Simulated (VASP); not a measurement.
Set up this calculation in VASP 6.6.1, as the native input.

| Property | Result |
| --- | --- |
| Task | single point |
| Functional | LDA |
| Potentials or basis | VASP PAW LDA potentials, release 64 (In_d) |
| Cutoff | 520 eV |
| k mesh | 12 × 12 × 12 |
| Occupations | fermi-dirac, width 0.136057 eV |
| Spin | no spin polarisation |
| Dipole correction | no |
| Further INCAR settings | ALGO = Normal; EDIFF = 1e-06; NBANDS = 12 |

The structure of In lies in POSCAR:

```
In
1.0
    0.0000000000      2.3153665450      2.3153665450
    2.3153665450      0.0000000000      2.3153665450
    2.3153665450      2.3153665450      0.0000000000
In
1
Direct
    0.0000000000      0.0000000000      0.0000000000
```

One way to write it, as run:

INCAR

```
SYSTEM = In
  PREC = Accurate
  ENCUT = 520
  EDIFF = 1E-6
  ISMEAR = -1
  SIGMA = 0.13605693000000002
  LREAL = .FALSE.
  LASPH = .TRUE.
  NELM = 60
  ALGO = Normal
  ISIF = 2
  LWAVE = .FALSE.
  LCHARG = .FALSE.
  GGA = CA
  NBANDS = 12
```

KPOINTS

```
regular mesh
0
G
  12 12 12
  0 0 0
```

Potentials or basis: VASP PAW LDA potentials, release 64 (In_d).

The run is started by

```sh
$ cat potpaw_LDA.64/In_d/POTCAR > POTCAR
$ mpirun -np 1 vasp_std > vasp.out
```

Results of the run:

```
Pressure : -0.4 GPa
```

Run time: 8 s on 1 thread of Intel(R) Xeon(R) Platinum 8259CL CPU @ 2.50GHz (Skylake/Cascade Lake) (shared host), peak memory 0.13 GiB.
